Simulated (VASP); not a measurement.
# In3Sb2As (P6/mmm) in VASP: a series of runs, part 2 of 2

VASP 6.6.1. The steps go on from the part before.

**3. Single point, PBE**

This run uses another cell than the first one, of 26.78 Å³/atom.

Contents of INCAR:

```
SYSTEM = In3Sb2As
ALGO = Normal
EDIFF = 1E-6
ENCUT = 520
GGA = PE
ISIF = 2
ISMEAR = 0
LASPH = .True.
LCHARG = .False.
LREAL = .False.
LWAVE = .False.
NBANDS = 36
NELM = 80
PREC = Accurate
SIGMA = 0.1
```

Contents of KPOINTS:

```
k-points
0
Gamma
  6 6 6
  0 0 0
```

Contents of POSCAR:

```
In3Sb2As
1.0
    5.5117307816      0.0000000000      0.0000000000
   -2.7558653908      4.7732988757      0.0000000000
    0.0000000000      0.0000000000      6.1070164943
In Sb As
3 2 1
Direct
    0.3333333333      0.6666666667      0.5000000000
    0.6666666667      0.3333333333      0.5000000000
    0.0000000000      0.0000000000      0.0000000000
    0.3333333333      0.6666666667      0.0000000000
    0.6666666667      0.3333333333      0.0000000000
    0.0000000000      0.0000000000      0.5000000000
```

Potentials or basis: VASP PAW PBE potentials, release 64 (In_d, Sb, As).

Started as:

```bash
> cat potpaw_PBE.64/In_d/POTCAR potpaw_PBE.64/Sb/POTCAR potpaw_PBE.64/As/POTCAR > POTCAR
> mpirun -np 1 vasp_std > vasp.out
```

OUTCAR:

```text
SYSTEM = In3Sb2As
   EDIFF = 1E-6
   ENCUT = 520
   GGA = PE
   ISIF = 2
   ISMEAR = 0
   LASPH = .True.
   LREAL = .False.
   NELM = 80
   PREC = Accurate

 ion  position               nearest neighbor table
   1  0.333  0.667  0.500-   4 3.05   4 3.05   6 3.18   2 3.18   2 3.18   6 3.18   6 3.18   2 3.18

   2  0.667  0.333  0.500-   5 3.05   5 3.05   6 3.18   1 3.18   1 3.18   6 3.18   6 3.18   1 3.18

   3  0.000  0.000  0.000-   6 3.05   6 3.05   4 3.18   5 3.18   5 3.18   4 3.18   5 3.18   4 3.18

   4  0.333  0.667  0.000-   1 3.05   1 3.05   3 3.18   5 3.18   5 3.18   3 3.18   3 3.18   5 3.18

[... 1148 lines left out ...]
  Total       -0.0206533     -0.0206533     -0.0113164      0.0000000      0.0000000      0.0000000
  in kB       -0.2059511     -0.2059511     -0.1128450      0.0000000      0.0000000      0.0000000
  external PRESSURE =      -0.1749158 kB  Pullay stress =       0.0000000 kB

 VOLUME and BASIS-vectors are now :
 -----------------------------------------------------------------------------
  energy-cutoff  :      520.00
  volume of cell :      160.67
      direct lattice vectors                 reciprocal lattice vectors
     5.511730782  0.000000000  0.000000000     0.181431213  0.104749360  0.000000000
    -2.755865391  4.773298876  0.000000000     0.000000000  0.209498719  0.000000000
     0.000000000  0.000000000  6.107016494     0.000000000  0.000000000  0.163746078

 POSITION                                       TOTAL-FORCE (eV/Angst)
 -----------------------------------------------------------------------------------
     -0.00000      3.18220      3.05351        -0.000000      0.000000      0.000000
      2.75587      1.59110      3.05351         0.000000     -0.000000     -0.000000
      0.00000      0.00000      0.00000        -0.000000      0.000000      0.000000
     -0.00000      3.18220      0.00000        -0.000000     -0.000000      0.000000
      2.75587      1.59110      0.00000        -0.000000     -0.000000      0.000000
      0.00000      0.00000      3.05351        -0.000000      0.000000      0.000000
 -----------------------------------------------------------------------------------
    total drift:                                0.000000      0.000000     -0.000000

  FREE ENERGIE OF THE ION-ELECTRON SYSTEM (eV)
  ---------------------------------------------------
  free  energy   TOTEN  =       -20.3989509306 eV

  energy  without entropy=      -20.3839705733  energy(sigma->0) =      -20.39146075
```

OSZICAR:

```text
N       E                     dE             d eps       ncg     rms          rms(c)
DAV:   1     0.483958127489E+03    0.48396E+03   -0.23559E+04  2016   0.165E+03
DAV:   2     0.331575484957E+02   -0.45080E+03   -0.44083E+03  2032   0.418E+02
DAV:   3    -0.179364457392E+02   -0.51094E+02   -0.49903E+02  2444   0.157E+02
DAV:   4    -0.205164361044E+02   -0.25800E+01   -0.25611E+01  2416   0.346E+01
DAV:   5    -0.206417098963E+02   -0.12527E+00   -0.12524E+00  3224   0.727E+00    0.538E+00
DAV:   6    -0.204019588338E+02    0.23975E+00   -0.67945E-01  2812   0.696E+00    0.312E+00
DAV:   7    -0.203998656747E+02    0.20932E-02   -0.15573E-01  2372   0.242E+00    0.105E+00
DAV:   8    -0.203988152550E+02    0.10504E-02   -0.13077E-02  2596   0.738E-01    0.312E-01
DAV:   9    -0.203988664402E+02   -0.51185E-04   -0.26089E-03  2492   0.352E-01    0.126E-01
DAV:  10    -0.203989387934E+02   -0.72353E-04   -0.30667E-04  2420   0.134E-01    0.415E-02
DAV:  11    -0.203989513912E+02   -0.12598E-04   -0.52641E-05  2820   0.516E-02    0.141E-02
DAV:  12    -0.203989509306E+02    0.46059E-06   -0.65176E-06  2224   0.177E-02
   1 F= -.20398951E+02 E0= -.20391461E+02  d E =-.149804E-01
```

stdout:

```text
POSCAR found type information on POSCAR InSbAs
 POSCAR found :  3 types and       6 ions
 scaLAPACK will be used
 LDA part: xc-table for (Slater+PW92), standard interpolation
 POSCAR, INCAR and KPOINTS ok, starting setup
 FFT: planning ... GRIDC
 FFT: planning ... GRID_SOFT
 FFT: planning ... GRID
 WAVECAR not read
 entering main loop
```

Wall time 91 s (1 thread of Intel Xeon Platinum 8488C (Sapphire Rapids), shared host); peak memory 0.36 GiB.

Results:

* Free energy: -20.3990 eV
* Pressure: 0.0 GPa
* Band gap on the k mesh: zero (bands 27 and 28 overlap by 2.45 eV)

Caveat: spin-orbit coupling is left out, which moves the levels of the heavy elements.

**4. Relaxation of cell and atoms, PBE**

This run uses another cell than the first one, of 28.93 Å³/atom.

Contents of INCAR:

```
  ALGO = Normal
  EDIFF = 1E-7
  EDIFFG = -0.08
  ENCUT = 600
  GGA = PE
  IBRION = 2
  ISIF = 3
  ISMEAR = 0
  LASPH = True
  LCHARG = False
  LREAL = False
  LWAVE = False
  NELM = 80
  NSW = 36
  PREC = Accurate
  SIGMA = 0.2
```

Contents of KPOINTS:

```
k-points
0
Gamma
  4 4 3
```

Contents of POSCAR:

```
In3Sb2As
1.0
    5.5030740500      0.0000000000      0.0000000000
   -2.7515370200      4.7658019200      0.0000000000
    0.0000000000      0.0000000000      6.6185322200
In Sb As
3 2 1
Direct
    0.3333333300      0.6666666700      0.5000000000
    0.6666666700      0.3333333300      0.5000000000
    0.0000000000      0.0000000000      0.0000000000
    0.3333333300      0.6666666700      0.0000000000
    0.6666666700      0.3333333300      0.0000000000
    0.0000000000      0.0000000000      0.5000000000
```

Started as:

```bash
> cat potpaw_PBE.64/In_d/POTCAR potpaw_PBE.64/Sb/POTCAR potpaw_PBE.64/As/POTCAR > POTCAR
> mpirun -np 1 vasp_std > vasp.out
```

Run time: 3.7 min. Hardware: 1 thread of Intel Xeon Platinum 8488C (Sapphire Rapids), shared host; peak memory 0.39 GiB.

The run converged. Its results:

- Free energy: -20.3487 eV
- Relaxed volume: 26.52 Å³/atom
- Relaxed cell: a = 5.516 Å, b = 5.516 Å, c = 6.038 Å, α = 90.00°, β = 90.00°, γ = 120.00°
- Space group after relaxing (to 0.1 Å): P6/mmm (No. 191)
- Energy gained by relaxing: 61.7 meV/atom
- Ionic steps: 4
- Pressure after relaxing: -0.3 GPa
- Band gap on the k mesh: zero (bands 27 and 28 overlap by 1.87 eV)

Stress tensor (GPa, compression positive):
```
-0.48  0.00  0.00
 0.00 -0.48  0.00
 0.00  0.00  0.10
```

The path:
| step | energy change (eV) | largest force (eV/Å) | pressure (GPa) | volume (Å³) |
| --- | --- | --- | --- | --- |
| 1 | 0.0000 | 0.0000 | -1.97 | 173.58 |
| 2 | -0.3050 | 0.0000 | -1.27 | 164.59 |
| 3 | -0.3690 | 0.0000 | -0.49 | 159.98 |
| 4 | -0.3703 | 0.0000 | -0.29 | 159.12 |

Final structure:
```yaml
crystal:
  lattice:
    - [5.51640, 0.00000, 0.00000]
    - [-2.75820, 4.77735, 0.00000]
    - [0.00000, 0.00000, 6.03786]
  atoms:
    - { symbol: In, position: [0.33333, 0.66667, 0.50000] }
    - { symbol: In, position: [0.66667, 0.33333, 0.50000] }
    - { symbol: In, position: [0.00000, 0.00000, 0.00000] }
    - { symbol: Sb, position: [0.33333, 0.66667, 0.00000] }
    - { symbol: Sb, position: [0.66667, 0.33333, 0.00000] }
    - { symbol: As, position: [0.00000, 0.00000, 0.50000] }
```

Levels at points of the mesh, in eV from the Fermi level:
| k point | band 23 | band 24 | band 25 | band 26 | band 27 | band 28 | band 29 | band 30 | band 31 | band 32 |
| --- | --- | --- | --- | --- | --- | --- | --- | --- | --- | --- |
| (0.00, 0.00, 0.00) | -2.69 | -2.69 | -2.36 | -1.20 | -1.14 | -0.82 | -0.55 | -0.55 | 0.55 | 0.55 |
| (0.50, 0.00, 0.00) | -3.21 | -3.15 | -2.27 | -1.76 | 0.27 | 0.70 | 1.76 | 1.89 | 2.68 | 3.45 |

Caveat: spin-orbit coupling is left out, which moves the levels of the heavy elements.

**5. Overview**

```csv
task,cell,k mesh,cutoff (eV),smearing,gap on the mesh (eV),pressure (GPa)
single point,"a = 5.502, b = 5.502, c = 6.065 Å, angles 90.0, 90.0, 120.0°, 6 atoms",4 × 4 × 3,520,gaussian 0.2 eV,none,-0.2
single point,"a = 5.512, b = 5.512, c = 6.107 Å, angles 90.0, 90.0, 120.0°, 6 atoms",6 × 6 × 6,520,gaussian 0.1 eV,none,0.0
relaxation of cell and atoms,"relaxed from a = 5.503, b = 5.503, c = 6.619 Å, angles 90.0, 90.0, 120.0°, 6 atoms",4 × 4 × 3,600,gaussian 0.2 eV,none,-0.3
```

Alike in all rows: level PBE; potentials or basis VASP PAW PBE potentials, release 64 (In_d, Sb, As); no spin polarisation.

Caveats: spin-orbit coupling is left out, which moves the levels of the heavy elements.

Total energies depend on the potentials used, so only differences within one code and one set of settings carry meaning.
